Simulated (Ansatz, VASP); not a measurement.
# Al2O3 in VASP and in Ansatz

```
Al O
1.0
     2.26059    1.30515    4.43993
    -2.26059    1.30515    4.43993
     0.00000   -2.61031    4.43993
Al O
4 6
Direct
  0.85192 0.85192 0.85192
  0.64808 0.64808 0.64808
  0.14808 0.14808 0.14808
  0.35192 0.35192 0.35192
  0.05639 0.44361 0.75000
  0.75000 0.05639 0.44361
  0.44361 0.75000 0.05639
  0.94361 0.55639 0.25000
  0.25000 0.94361 0.55639
  0.55639 0.25000 0.94361
```

Change from the starting cell: strain -0.050 along x and y, +0.025 along z, atoms carried along.

Alike in both runs: task single point; functional r2SCAN; k mesh 6 × 6 × 6; occupations gaussian, width 0.05 eV; no spin polarisation.

|  | VASP | Ansatz |
| --- | --- | --- |
| version | VASP 6.6.1 | Ansatz 0.2.0 |
| potentials or method | VASP PAW PBE potentials, release 64 (Al, O), cutoff 520 eV | scalar-relativistic, plane waves, PAW |
| valence electrons in the cell | 48 | 48 |

```csv
,VASP,Ansatz,Ansatz less VASP
gap on the k mesh at the Fermi level (eV),7.91,7.89,-0.023
least direct gap on the mesh (eV),7.91,7.89,-0.023
pressure (GPa),24.6,25.0,+0.36
"traceless stress, the component that is largest in VASP (GPa)",-26.92,-26.74,+0.185
rms of the force components (eV/Å),0.274,0.266,-0.0083
```

VASP's potentials were made for PBE, not for r2SCAN. Atom by atom the forces differ by 0.018 eV/Å (rms over components). With one functional, cell and mesh, what is left measures potentials, basis and numerics.
